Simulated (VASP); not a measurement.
# BaTiO3 in VASP: further runs, part 2 of 2

VASP 6.6.1.

## Step 5: Single point, r2SCAN+U

File POSCAR:

```
BaTiO3
1.0
    2.8273666084      1.6323808724      2.3183934932
   -2.8273666084      1.6323808724      2.3183934932
    0.0000000000     -3.2647617449      2.3183934932
Ba Ti O
1 1 3
Direct
    0.0000000000      0.0000000000      0.0000000000
    0.4845000000      0.4845000000      0.4845000000
    0.5086000000      0.0175000000      0.5086000000
    0.0175000000      0.5086000000      0.5086000000
    0.5086000000      0.5086000000      0.0175000000
```

File INCAR.step1:

```
  PREC = Accurate
  ENCUT = 520
  ISMEAR = -1
  SIGMA = 0.05
  LREAL = False
  LASPH = True
  NELM = 150
  LMAXMIX = 4
  LDAU = True
  LDAUTYPE = 2
  LDAUL = -1 2 -1
  LDAUU = 0 1 0
  LDAUJ = 0 0 0
  NBANDS = 28
  GGA = PE
  ALGO = Normal
  EDIFF = 1E-4
  LWAVE = True
  LCHARG = False
```

File INCAR.step2:

```
  PREC = Accurate
  ENCUT = 520
  EDIFF = 1E-6
  ISMEAR = -1
  SIGMA = 0.05
  LREAL = False
  LASPH = True
  NELM = 150
  ALGO = Normal
  ISIF = 2
  LWAVE = False
  LCHARG = False
  LMAXMIX = 4
  LDAU = True
  LDAUTYPE = 2
  LDAUL = -1 2 -1
  LDAUU = 0 1 0
  LDAUJ = 0 0 0
  LDAUPRINT = 1
  METAGGA = R2SCAN
  LMIXTAU = True
  NBANDS = 28
  ISTART = 1
```

File KPOINTS:

```
regular mesh
0
Gamma
  7 7 7
```

Potentials or basis: VASP PAW PBE potentials, release 64 (Ba_sv, Ti_sv, O).

Run with:

```bash
$ cat potpaw_PBE.64/Ba_sv/POTCAR potpaw_PBE.64/Ti_sv/POTCAR potpaw_PBE.64/O/POTCAR > POTCAR
$ cp INCAR.step1 INCAR
$ mpirun -np 1 vasp_std > vasp.out
$ cp INCAR.step2 INCAR
$ mpirun -np 1 vasp_std > vasp.out
```

OUTCAR:

```text
PREC = Accurate
   ENCUT = 520
   EDIFF = 1E-6
   ISMEAR = -1
   LREAL = False
   LASPH = True
   NELM = 150
   ISIF = 2
   METAGGA = R2SCAN
   ISTART = 1

 ion  position               nearest neighbor table
   1  0.000  0.000  0.000-   5 2.79   4 2.79   3 2.79   4 2.83   3 2.83   4 2.83   3 2.83   5 2.83
                             5 2.83   5 2.89   4 2.89   3 2.89   2 3.37   2 3.43   2 3.43   2 3.43
   2  0.484  0.484  0.484-   3 1.87   4 1.87   5 1.87   3 2.14   4 2.14   5 2.14   1 3.37   1 3.43
                             1 3.43   1 3.43   1 3.50   1 3.50   1 3.50   1 3.59
   3  0.509  0.017  0.509-   2 1.87   2 2.14   1 2.79   1 2.83   1 2.83   1 2.89
   4  0.017  0.509  0.509-   2 1.87   2 2.14   1 2.79   1 2.83   1 2.83   1 2.89
   5  0.509  0.509  0.017-   2 1.87   2 2.14   1 2.79   1 2.83   1 2.83   1 2.89

  LATTYP: Found a trigonal (rhomboedric) cell.
 ALAT       =     4.0042000000
 COS(alpha) =     0.0028448828

  Lattice vectors:

 A1 = (   2.8273666084,   1.6323808724,   2.3183934932)
 A2 = (  -2.8273666084,   1.6323808724,   2.3183934932)
 A3 = (   0.0000000000,  -3.2647617449,   2.3183934932)

Analysis of symmetry for initial positions (statically):
=====================================================================
 Subroutine PRICEL returns:
 Original cell was already a primitive cell.

 Routine SETGRP: Setting up the symmetry group for a
 trigonal (rhombohedral) supercell.

 Subroutine GETGRP returns: Found  6 space group operations
 (whereof  6 operations were pure point group operations)
 out of a pool of 12 trial point group operations.

The static configuration has the point symmetry C_3v.

Analysis of symmetry for dynamics (positions and initial velocities):
[... 185 lines left out ...]
  o =  0.1191  v =  0.0000  0.0000  0.0000  0.0000  0.0000 -0.7797  0.0000 -0.0000  0.6261 -0.0000      0.0000  0.0000  0.0000  0.0000  0.0000  0.0000  0.0000  0.0000  0.0000  0.0000
  o =  0.1191  v = -0.7797  0.0000 -0.0000  0.6261 -0.0000  0.0000  0.0000  0.0000  0.0000  0.0000      0.0000  0.0000  0.0000  0.0000  0.0000  0.0000  0.0000  0.0000  0.0000  0.0000
  o =  0.2514  v = -0.6261  0.0000  0.0000 -0.7797  0.0000  0.0000  0.0000  0.0000  0.0000  0.0000      0.0000  0.0000  0.0000  0.0000  0.0000  0.0000  0.0000  0.0000  0.0000  0.0000
  o =  0.2514  v =  0.0000  0.0000  0.0000  0.0000  0.0000 -0.6261  0.0000  0.0000 -0.7797  0.0000      0.0000  0.0000  0.0000  0.0000  0.0000  0.0000  0.0000  0.0000  0.0000  0.0000
  o =  0.2514  v =  0.0000 -0.7797  0.0000 -0.0000 -0.6261  0.0000  0.0000  0.0000  0.0000  0.0000      0.0000  0.0000  0.0000  0.0000  0.0000  0.0000  0.0000  0.0000  0.0000  0.0000
  o =  0.2514  v =  0.0000  0.0000  0.0000  0.0000  0.0000  0.0000 -0.7797  0.0000 -0.0000 -0.6261      0.0000  0.0000  0.0000  0.0000  0.0000  0.0000  0.0000  0.0000  0.0000  0.0000

 number of electron      39.9999999 magnetization

 Free energy of the ion-electron system (eV)
  ---------------------------------------------------
  ext. energy  EPLUGINS =         0.00000000
  ---------------------------------------------------
  free energy    TOTEN  =       -73.55628611 eV

  energy without entropy =      -73.55628611  energy(sigma->0) =      -73.55628611

 E-fermi :   4.7163     XC(G=0): -11.8949

 val. band max:        3.4330998380   @ k =   0.4286   0.4286   0.4286
 cond. band min:       6.3794573057   @ k =   0.0000   0.0000   0.0000
 fundamental gap:      2.9463574678
 Fermi energy:         4.7163125338

 k-point     1 :       0.0000    0.0000    0.0000
  band No.  band energies     occupation
      1     -55.2722      2.00000
      2     -30.4622      2.00000
      3     -30.4622      2.00000
      4     -30.4612      2.00000
      5     -21.9720      2.00000
      6     -14.3131      2.00000
[... 733 lines left out ...]
     27      12.5554      0.00000
     28      12.6764      0.00000

 [... further k-points ...]
[... 5 lines left out ...]
  --------------------------------------------------------------------------------------
  -------------------------------------------------------------------------------------
  Total        1.9722727      1.9722727      1.8393383     -0.0000000     -0.0000000      0.0000000
  in kB       49.2193091     49.2193091     45.9018486     -0.0000000     -0.0000000      0.0000000
  external PRESSURE =      48.1134890 kB  Pullay stress =       0.0000000 kB

 VOLUME and BASIS-vectors are now :
 -----------------------------------------------------------------------------
  energy-cutoff  :      520.00
  volume of cell :       64.20
      direct lattice vectors                 reciprocal lattice vectors
     2.827366608  1.632380872  2.318393493     0.176843002  0.102100355  0.143777721
    -2.827366608  1.632380872  2.318393493    -0.176843002  0.102100355  0.143777721
     0.000000000 -3.264761745  2.318393493     0.000000000 -0.204200710  0.143777721

 POSITION                                       TOTAL-FORCE (eV/Angst)
 -----------------------------------------------------------------------------------
      0.00000      0.00000      0.00000         0.000000      0.000000     -0.124324
      0.00000     -0.00000      3.36978         0.000000     -0.000000      0.539510
      1.38852     -0.80166      2.39884         0.207102     -0.119570     -0.138395
     -1.38852     -0.80166      2.39884        -0.207102     -0.119570     -0.138395
      0.00000      1.60332      2.39884         0.000000      0.239141     -0.138395
 -----------------------------------------------------------------------------------
    total drift:                                0.000000     -0.000001     -0.004077

  FREE ENERGIE OF THE ION-ELECTRON SYSTEM (eV)
  ---------------------------------------------------
  free  energy   TOTEN  =       -73.5562861085 eV

  energy  without entropy=      -73.5562861085  energy(sigma->0) =      -73.55628611
```

Run time: 2 min. Hardware: 1 thread of Intel Xeon 6975P-C (Granite Rapids), shared host; peak memory 0.22 GiB.

What came out:

```
Free energy            : -73.5563 eV
Pressure               : 4.8 GPa
Largest force          : 0.540 eV/Å
Band gap on the k mesh : 2.95 eV, indirect (least direct gap 3.30 eV)
```

Forces on the atoms (eV/Å):
```
Ba   0.000  0.000 -0.124
Ti   0.000  0.000  0.540
O    0.207 -0.120 -0.138
O   -0.207 -0.120 -0.138
O    0.000  0.239 -0.138
```

Stress tensor (GPa, compression positive):
```
4.92 0.00 0.00
0.00 4.92 0.00
0.00 0.00 4.59
```

Levels at points of the mesh, in eV from the valence-band top:
| k point | band 18 | band 19 | band 20 | band 21 | band 22 | band 23 |
| --- | --- | --- | --- | --- | --- | --- |
| (0.00, 0.00, 0.00) | -0.45 | -0.35 | -0.35 | 2.95 | 2.95 | 3.07 |

Eigenvalues of the final occupation matrices:
| site | spin | trace | eigenvalues |
| --- | --- | --- | --- |
| site 2 d | 1 | 0.86 | 0.12 0.12 0.12 0.25 0.25 |
| site 2 d | 2 | 0.86 | 0.12 0.12 0.12 0.25 0.25 |

Caveat: the PAW data sets were made with another functional, which shifts forces and pressure a little; spin-orbit coupling is left out, which moves the levels of the heavy elements.

## Step 6: Single point, PBEsol (volume scaled by 1.02)

File INCAR:

```
ALGO = Normal
EDIFF = 1E-6
ENCUT = 600
GGA = PS
GGA_COMPAT = False
ISIF = 2
ISMEAR = -1
LASPH = True
LCHARG = False
LREAL = False
LWAVE = False
NBANDS = 28
NELM = 120
PREC = Accurate
SIGMA = 0.05
```

File KPOINTS:

```
k-points
0
Gamma
  7 7 7
```

POSCAR, as its differences from that of step 5:

```diff
@@ -2,5 +2,5 @@
 1.0
-    2.8273666084      1.6323808724      2.3183934932
-   -2.8273666084      1.6323808724      2.3183934932
-    0.0000000000     -3.2647617449      2.3183934932
+    2.8460914363      1.6431916568      2.3337475400
+   -2.8460914363      1.6431916568      2.3337475400
+    0.0000000000     -3.2863833137      2.3337475400
 Ba Ti O
```

Potentials or basis: VASP PAW PBE potentials, release 64 (Ba_sv, Ti_sv, O).

Run with:

```bash
$ cat potpaw_PBE.64/Ba_sv/POTCAR potpaw_PBE.64/Ti_sv/POTCAR potpaw_PBE.64/O/POTCAR > POTCAR
$ mpirun -np 1 vasp_std > vasp.out
```

It took 63 s on 1 thread of AMD EPYC 7R43 (Zen 3), shared host; peak memory 0.21 GiB.

Results (log left out):

| Property | Result |
| --- | --- |
| Free energy | -42.0052 eV |
| Pressure | -2.9 GPa |
| Largest force | 0.131 eV/Å |
| Band gap on the k mesh | 2.35 eV, indirect (least direct gap 2.70 eV) |

Forces in eV/Å, atoms in the order of the input:
```
Ba   0.000  0.000 -0.131
Ti   0.000  0.000 -0.068
O   -0.032  0.019  0.066
O    0.032  0.019  0.066
O    0.000 -0.037  0.066
```

Levels at points of the mesh, in eV from the valence-band top:
```csv
k point,band 17,band 18,band 19,band 20,band 21,band 22,band 23,band 24
"(0.00, 0.00, 0.00)",-0.99,-0.49,-0.36,-0.36,2.35,2.35,2.48,4.43
```

Caveat: the PAW data sets were made with another functional, which shifts forces and pressure a little; spin-orbit coupling is left out, which moves the levels of the heavy elements. A k mesh can miss the band edges.

## Step 7: Overview

```csv
task,level,U,cell,k mesh,cutoff (eV),gap on the mesh (eV),pressure (GPa),largest force (eV/Å)
single point,PBE,-,"a = 4.004 Å, angles 89.8°, 5 atoms",2 × 2 × 2,520,2.27,8.5,1.96
single point,RPBE+D3(BJ),-,"a = 3.860 Å, 5 atoms",7 × 7 × 7,520,2.02,2.6,-
relaxation of cell and atoms,RPBE+D3(BJ),-,"relaxed from a = 4.004 Å, angles 89.8°, 5 atoms",7 × 7 × 7,600,2.01,0.1,0.01
single point,r2SCAN+U,Ti d U = 1.0 eV,"a = 4.004 Å, angles 89.8°, 5 atoms",7 × 7 × 7,520,2.95,4.8,0.54
single point,PBEsol,-,"a = 4.031 Å, angles 89.8°, 5 atoms",7 × 7 × 7,600,2.35,-2.9,0.13
```

Alike in all rows: potentials or basis VASP PAW PBE potentials, release 64 (Ba_sv, Ti_sv, O); no spin polarisation; smearing fermi-dirac 0.05 eV.

Caveats: some runs use coarse meshes; spin-orbit coupling is left out, which moves the levels of the heavy elements; the PAW data sets were made with another functional, which shifts forces and pressure a little (some runs); forces of over 1 eV/Å act on the atoms, so gaps and moduli don't describe the material at rest (some runs).

Absolute energies hang on the potentials; compare differences alone.
